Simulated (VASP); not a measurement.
# Sn2C3 (R-3m) in VASP: further runs

Runs on Sn2C3. Level: PBE. Tasks: single point.

Program: VASP 6.6.1. These are calculated values, not measurements. Logs are shortened: lines on timing, memory, paths and dates and some standing lists are left out, and cuts for length are marked.

### Step 1. The cell of the first run

Symmetry: R-3m, No. 166, trigonal system. Conventional cell: a = 3.346 Å, b = 3.346 Å, c = 23.267 Å, α = 90.00°, β = 90.00°, γ = 120.00°. Within 3.1 Å of Sn (site symmetry 3m) lie 6 C at 2.35 to 2.48 Å. Within 3.5 Å of C (site symmetry -3m) lie 6 Sn at 2.48 Å and 12 C at 3.35 to 3.47 Å. Within 3.1 Å of C (site symmetry 3m) lie 3 Sn at 2.35 Å and 3 C at 2.78 Å.

### Step 2. Single point, PBE

File INCAR:

```
SYSTEM = Sn2C3
  ALGO = Normal
  EDIFF = 1E-6
  ENCUT = 520
  GGA = PE
  ISIF = 2
  ISMEAR = 0
  LASPH = .True.
  LCHARG = .False.
  LREAL = .False.
  LWAVE = .False.
  NBANDS = 28
  NELM = 60
  PREC = Accurate
  SIGMA = 0.1
```

File KPOINTS:

```
k-points
0
Gamma
  6 6 6
  0 0 0
```

File POSCAR:

```
Sn2C3
1.0
    1.6730773630      0.9659516659      7.7555622555
   -1.6730773630      0.9659516659      7.7555622555
    0.0000000000     -1.9319033318      7.7555622555
Sn C
2 3
Direct
    0.4000000000      0.4000000000      0.4000000000
    0.6000000000      0.6000000000      0.6000000000
    0.0000000000      0.0000000000      0.0000000000
    0.2095000000      0.2095000000      0.2095000000
    0.7905000000      0.7905000000      0.7905000000
```

Potentials or basis: VASP PAW PBE potentials, release 64 (Sn_d, C).

Command:

```
$ cat potpaw_PBE.64/Sn_d/POTCAR potpaw_PBE.64/C/POTCAR > POTCAR
$ mpirun -np 1 vasp_std > vasp.out
```

OUTCAR:

```text
SYSTEM = Sn2C3
   EDIFF = 1E-6
   ENCUT = 520
   GGA = PE
   ISIF = 2
   ISMEAR = 0
   LASPH = .True.
   LREAL = .False.
   NELM = 60
   PREC = Accurate

 ion  position               nearest neighbor table
   1  0.400  0.400  0.400-   5 2.35   5 2.35   5 2.35   3 2.48   3 2.48   3 2.48   2 3.65   2 3.65
                             2 3.65
   2  0.600  0.600  0.600-   4 2.35   4 2.35   4 2.35   3 2.48   3 2.48   3 2.48   1 3.65   1 3.65
                             1 3.65
   3  0.000  0.000  0.000-   2 2.48   1 2.48   2 2.48   2 2.48   1 2.48   1 2.48
   4  0.209  0.209  0.209-   2 2.35   2 2.35   2 2.35
   5  0.791  0.791  0.791-   1 2.35   1 2.35   1 2.35

  LATTYP: Found a trigonal (rhomboedric) cell.
 ALAT       =     7.9925588132
 COS(alpha) =     0.9123624232

  Lattice vectors:

 A1 = (   1.6730773630,   0.9659516659,   7.7555622555)
 A2 = (  -1.6730773630,   0.9659516659,   7.7555622555)
 A3 = (   0.0000000000,  -1.9319033318,   7.7555622555)

Analysis of symmetry for initial positions (statically):
=====================================================================
 Subroutine PRICEL returns:
 Original cell was already a primitive cell.

 Routine SETGRP: Setting up the symmetry group for a
 trigonal (rhombohedral) supercell.

 Subroutine GETGRP returns: Found 12 space group operations
 (whereof 12 operations were pure point group operations)
 out of a pool of 12 trial point group operations.

The static configuration has the point symmetry D_3d.

Analysis of symmetry for dynamics (positions and initial velocities):
=====================================================================
 Subroutine PRICEL returns:
 Original cell was already a primitive cell.

 Routine SETGRP: Setting up the symmetry group for a
 trigonal (rhombohedral) supercell.

 Subroutine GETGRP returns: Found 12 space group operations
 (whereof 12 operations were pure point group operations)
 out of a pool of 12 trial point group operations.

The dynamic configuration has the point symmetry D_3d.

 Subroutine INISYM returns: Found 12 space group operations
 (whereof 12 operations are pure point group operations),
 and found     1 'primitive' translations

----------------------------------------------------------------------------------------

                                     Primitive cell

  volume of cell :      75.2031

  direct lattice vectors                    reciprocal lattice vectors
     1.673077363  0.965951666  7.755562256     0.298850496  0.172541414  0.042979906
    -1.673077363  0.965951666  7.755562256    -0.298850496  0.172541414  0.042979906
     0.000000000 -1.931903332  7.755562256     0.000000000 -0.345082829  0.042979906

  length of vectors
     7.992558813  7.992558813  7.992558813     0.347749092  0.347749092  0.347749092

  position of ions in fractional coordinates (direct lattice)
     0.400000000  0.400000000  0.400000000
     0.600000000  0.600000000  0.600000000
     0.000000000  0.000000000  0.000000000
     0.209500000  0.209500000  0.209500000
     0.790500000  0.790500000  0.790500000

  ion indices of the primitive-cell ions
   primitive index   ion index
                 1           1
                 2           2
                 3           3
                 4           4
                 5           5

----------------------------------------------------------------------------------------

 KPOINTS: k-points

Automatic generation of k-mesh.
 Grid dimensions read from file:
 generate k-points for:    6    6    6

 Generating k-lattice:

  Cartesian coordinates                     Fractional coordinates (reciprocal lattice)
     0.049808416  0.028756902  0.007163318     0.166666667  0.000000000 -0.000000000
    -0.049808416  0.028756902  0.007163318     0.000000000  0.166666667 -0.000000000
     0.000000000 -0.057513805  0.007163318    -0.000000000 -0.000000000  0.166666667

  Length of vectors
     0.057958182  0.057958182  0.057958182

  Shift w.r.t. Gamma in fractional coordinates (k-lattice)
     0.000000000  0.000000000  0.000000000

 Subroutine IBZKPT returns following result:
 ===========================================

 Found     32 irreducible k-points:

 Following reciprocal coordinates:
            Coordinates               Weight
  0.000000  0.000000  0.000000      1.000000
  0.166667 -0.000000  0.000000      6.000000
  0.333333  0.000000  0.000000      6.000000
  0.500000 -0.000000  0.000000      3.000000
  0.166667  0.166667  0.000000      6.000000
  0.333333  0.166667  0.000000     12.000000
[... 16 lines left out ...]
  0.500000  0.500000  0.166667      6.000000
 -0.333333  0.500000  0.166667     12.000000
 [... further k-points ...]
   k-points           NKPTS =     32   k-points in BZ     NKDIM =     32   number of bands    NBANDS=     28
   number of dos      NEDOS =    301   number of ions     NIONS =      5
   total plane-waves  NPLWV = 216000
   dimension x,y,z NGX =    60 NGY =   60 NGZ =   60
   dimension x,y,z NGXF=   120 NGYF=  120 NGZF=  120
   ions per type =               2   3
   NGX,Y,Z   is equivalent  to a cutoff of  12.48, 12.48, 12.48 a.u.
   NGXF,Y,Z  is equivalent  to a cutoff of  24.96, 24.96, 24.96 a.u.
 SYSTEM =  Sn2C3
   PREC   = accura    normal or accurate (medium, high low for compatibility)
   ISTART =      0    job   : 0-new  1-cont  2-samecut
   ICHARG =      2    charge: 1-file 2-atom 10-const
   ISPIN  =      1    spin polarized calculation?
   LNONCOLLINEAR =      F non collinear calculations
   LSORBIT =      F    spin-orbit coupling
   LASPH  =      T    aspherical Exc in radial PAW
   ENCUT  =  520.0 eV  38.22 Ry    6.18 a.u.  14.86 14.86 14.86*2*pi/ulx,y,z
   NELM   =     60;   NELMIN=  2; NELMDL= -5     # of ELM steps
   EDIFF  = 0.1E-05   stopping-criterion for ELM
   LREAL  =      F    real-space projection
   EDIFFG = 0.1E-04   stopping-criterion for IOM
   NSW    =      0    number of steps for IOM
   IBRION =     -1    ionic relax: 0-MD 1-quasi-New 2-CG
   NFREE  =      0    steps in history (QN), initial steepest desc. (CG)
   ISIF   =      2    stress and relaxation
   ISYM   =      2    0-nonsym 1-usesym 2-fastsym
   POTIM  = 0.5000    time-step for ionic-motion
   TEBEG  =    0.0;   TEEND  =   0.0 temperature during run
   PSTRESS=    0.0 pullay stress
   NELECT =      40.0000    total number of electrons
   NUPDOWN=      -1.0000    fix difference up-down
   EMIN   =  10.00;   EMAX   =-10.00  energy-range for DOS
   EFERMI =   0.00;   METHOD = LEGACY
   ISMEAR =     0;   SIGMA  =   0.10  broadening in eV -4-tet -1-fermi 0-gaus
   EFERMI_NEDOS =   21; number of points for ismear=-14 and -15
   IALGO  =     38    algorithm
   IMIX   =      4    mixing-type and parameters
     AMIX     =   0.40;   BMIX     =  1.00
     AMIX_MAG =   1.60;   BMIX_MAG =  1.00
  volume/ion in A,a.u.               =      15.04       101.50
  Fermi-wavevector in a.u.,A,eV,Ry     =   1.326425  2.506581 23.938151  1.759404
  Thomas-Fermi vector in A             =   2.455813
   LORBIT       =      0    0 simple, 1 ext, 2 COOP (PROOUT), +10 PAW based schemes
   GGA     = PE    functional components
   LHFCALC =     F    Hartree Fock is set to
   AEXX    =    0.0000 exact exchange contribution
   IVDW    =     0    specifies the selected vdW correction
   LEPSILON=     F    determine dielectric tensor
   LRPA    =     F    only Hartree local field effects (RPA)
 non-spin polarized calculation
 Gauss-broadening in eV      SIGMA  =   0.10
  energy-cutoff  :      520.00
  volume of cell :       75.20
 maximum number of plane-waves:      2044
   NGX = 29   NGY = 29   NGZ = 29

 number of electron      39.9999994 magnetization

 Free energy of the ion-electron system (eV)
  ---------------------------------------------------
  ext. energy  EPLUGINS =         0.00000000
  ---------------------------------------------------
  free energy    TOTEN  =       -23.96221542 eV

  energy without entropy =      -23.94687863  energy(sigma->0) =      -23.95454702

 E-fermi :   6.8549     XC(G=0): -10.9799

 val. band max:        6.8290640070   @ k =   0.5000   0.5000   0.0000
 cond. band min:       6.8711874743   @ k =   0.5000   0.1667   0.0000
 fundamental gap:      0.0421234673
 Fermi energy:         6.8549211424

 k-point     1 :       0.0000    0.0000    0.0000
  band No.  band energies     occupation
      1     -14.2190      2.00000
      2     -14.2190      2.00000
      3     -14.2064      2.00000
      4     -14.2064      2.00000
      5     -14.1698      2.00000
      6     -14.1581      2.00000
[... 20 lines left out ...]
     27      13.7850      0.00000
     28      13.8756      0.00000

 k-point     2 :       0.1667   -0.0000    0.0000
  band No.  band energies     occupation
      1     -14.2406      2.00000
      2     -14.2243      2.00000
      3     -14.1796      2.00000
      4     -14.1669      2.00000
      5     -14.1447      2.00000
      6     -14.1336      2.00000
[... 20 lines left out ...]
     27      13.9773      0.00000
     28      14.6147      0.00000

 k-point     3 :       0.3333    0.0000    0.0000
  band No.  band energies     occupation
      1     -14.2952      2.00000
      2     -14.2685      2.00000
      3     -14.1773      2.00000
      4     -14.1417      2.00000
      5     -14.1270      2.00000
      6     -14.1037      2.00000
[... 20 lines left out ...]
     27      13.9534      0.00000
     28      14.0449      0.00000

 k-point     4 :       0.5000   -0.0000    0.0000
  band No.  band energies     occupation
      1     -14.3257      2.00000
      2     -14.2931      2.00000
      3     -14.2011      2.00000
      4     -14.1619      2.00000
      5     -14.1301      2.00000
      6     -14.0925      2.00000
[... 578 lines left out ...]
     27      13.9474      0.00000
     28      14.7638      0.00000

 k-point    23 :       0.5000    0.5000    0.1667
  band No.  band energies     occupation
      1     -14.2947      2.00000
      2     -14.2688      2.00000
      3     -14.1768      2.00000
      4     -14.1429      2.00000
      5     -14.1274      2.00000
      6     -14.1036      2.00000
[... 20 lines left out ...]
     27      14.3086      0.00000
     28      14.4701      0.00000

 k-point    24 :      -0.3333    0.5000    0.1667
  band No.  band energies     occupation
      1     -14.2799      2.00000
      2     -14.2517      2.00000
      3     -14.1760      2.00000
      4     -14.1566      2.00000
      5     -14.1454      2.00000
      6     -14.1174      2.00000
[... 20 lines left out ...]
     27      14.1938      0.00000
     28      14.8956      0.00000

 [... further k-points ...]

------------------------ aborting loop because EDIFF is reached ----------------------------------------

  FORCE on cell =-STRESS in cart. coord.  units (eV):
  Direction    XX          YY          ZZ          XY          YZ          ZX
  --------------------------------------------------------------------------------------
  -------------------------------------------------------------------------------------
  Total        0.1197688      0.1197688     -9.3558941      0.0000000     -0.0000000      0.0000000
  in kB        2.5516329      2.5516329   -199.3241497      0.0000000     -0.0000000      0.0000000
  external PRESSURE =     -64.7402946 kB  Pullay stress =       0.0000000 kB

 VOLUME and BASIS-vectors are now :
 -----------------------------------------------------------------------------
  energy-cutoff  :      520.00
  volume of cell :       75.20
      direct lattice vectors                 reciprocal lattice vectors
     1.673077363  0.965951666  7.755562256     0.298850496  0.172541414  0.042979906
    -1.673077363  0.965951666  7.755562256    -0.298850496  0.172541414  0.042979906
     0.000000000 -1.931903332  7.755562256     0.000000000 -0.345082829  0.042979906

 POSITION                                       TOTAL-FORCE (eV/Angst)
 -----------------------------------------------------------------------------------
      0.00000      0.00000      9.30667         0.000000     -0.000000      0.612506
      0.00000      0.00000     13.96001         0.000000      0.000000     -0.612506
      0.00000      0.00000      0.00000         0.000000     -0.000000      0.000000
      0.00000      0.00000      4.87437         0.000000      0.000000      0.474538
      0.00000      0.00000     18.39232         0.000000     -0.000000     -0.474538
 -----------------------------------------------------------------------------------
    total drift:                                0.000000      0.000000      0.000000

  FREE ENERGIE OF THE ION-ELECTRON SYSTEM (eV)
  ---------------------------------------------------
  free  energy   TOTEN  =       -23.9622154207 eV

  energy  without entropy=      -23.9468786291  energy(sigma->0) =      -23.95454702
```

Wall time 2.3 min (1 thread of Intel Xeon 6975P-C (Granite Rapids), shared host); peak memory 0.48 GiB.

What came out:

| Property | Result |
| --- | --- |
| Free energy | -23.9622 eV |
| Pressure | -6.5 GPa |
| Largest force | 0.613 eV/Å |
| Band gap on the k mesh | zero (bands 20 and 21 overlap by 1.66 eV) |

Forces in eV/Å, atoms in the order of the input:
```
Sn   0.000  0.000  0.613
Sn   0.000  0.000 -0.613
C    0.000  0.000  0.000
C    0.000  0.000  0.475
C    0.000  0.000 -0.475
```

Stress tensor (GPa, compression positive):
```
  0.26   0.00   0.00
  0.00   0.26   0.00
  0.00   0.00 -19.93
```

Levels at points of the mesh, in eV from the Fermi level:
| k point | band 18 | band 19 | band 20 | band 21 | band 22 | band 23 |
| --- | --- | --- | --- | --- | --- | --- |
| (0.00, 0.00, 0.00) | 0.61 | 0.61 | 1.20 | 1.20 | 1.50 | 2.62 |
| (0.50, 0.00, 0.00) | -1.64 | -1.38 | -0.90 | 0.32 | 0.57 | 1.04 |
| (0.50, 0.50, 0.00) | -2.05 | -1.89 | -0.03 | 0.26 | 0.49 | 1.76 |
| (0.50, 0.50, 0.50) | 0.23 | 0.73 | 0.73 | 1.09 | 1.09 | 3.80 |

Caveat: the k points lie up to 0.36 Å⁻¹ apart, too coarse for converged energies and pressures of a metal; spin-orbit coupling is left out, which moves the levels of the heavy elements.

### Step 3. Single point, PBE

This run uses another cell than the first one, of 15.60 Å³/atom.

File INCAR:

```
SYSTEM = Sn2C3
PREC = Accurate
ENCUT = 520
EDIFF = 1E-6
ISMEAR = 0
SIGMA = 0.1
LREAL = .FALSE.
LASPH = .TRUE.
NELM = 60
ALGO = Normal
ISIF = 2
LWAVE = .FALSE.
LCHARG = .FALSE.
GGA = PE
NBANDS = 28
```

File KPOINTS:

```
regular mesh
0
G
  6 6 6
  0 0 0
```

File POSCAR:

```
Sn2C3
1.0
    1.4526771523      0.8387035449     10.6669779718
   -1.4526771523      0.8387035449     10.6669779718
    0.0000000000     -1.6774070899     10.6669779718
Sn C
2 3
Direct
    0.3824563897      0.3824563897      0.3824563897
    0.6175436103      0.6175436103      0.6175436103
    0.0000000000      0.0000000000      0.0000000000
    0.1666181892      0.1666181892      0.1666181892
    0.8333818108      0.8333818108      0.8333818108
```

Potentials or basis: VASP PAW PBE potentials, release 64 (Sn_d, C).

Command:

```
$ cat potpaw_PBE.64/Sn_d/POTCAR potpaw_PBE.64/C/POTCAR > POTCAR
$ mpirun -np 1 vasp_std > vasp.out
```

Run time: 8 min. Hardware: 1 thread of Intel Xeon 6975P-C (Granite Rapids), shared host; peak memory 0.89 GiB.

Results (log left out):

```
Free energy            : -27.9560 eV
Pressure               : 0.1 GPa
Largest force          : 0.019 eV/Å
Band gap on the k mesh : zero (bands 20 and 21 overlap by 2.01 eV)
```

Forces on the atoms (eV/Å):
```
Sn   0.000  0.000  0.019
Sn   0.000  0.000 -0.019
C    0.000  0.000  0.000
C    0.000  0.000  0.002
C    0.000  0.000 -0.002
```

Stress tensor (GPa, compression positive):
```
0.01 0.00 0.00
0.00 0.01 0.00
0.00 0.00 0.20
```

Levels at points of the mesh, in eV from the Fermi level:
```csv
k point,band 16,band 17,band 18,band 19,band 20,band 21,band 22,band 23,band 24,band 25
"(0.00, 0.00, 0.00)",-3.55,-3.55,-3.32,0.82,0.82,2.51,2.71,4.94,4.94,5.72
"(0.50, 0.00, 0.00)",-5.66,-5.06,-2.36,-2.18,-1.70,-1.19,0.52,1.76,2.57,3.86
"(0.50, 0.50, 0.00)",-5.66,-5.05,-2.57,-1.87,-1.82,-1.19,0.66,1.69,2.56,3.67
"(0.50, 0.50, 0.50)",-3.77,-3.55,-3.55,0.82,0.82,2.71,3.48,4.45,4.94,4.94
```

Caveat: the k points lie up to 0.42 Å⁻¹ apart, too coarse for converged energies and pressures of a metal; spin-orbit coupling is left out, which moves the levels of the heavy elements.
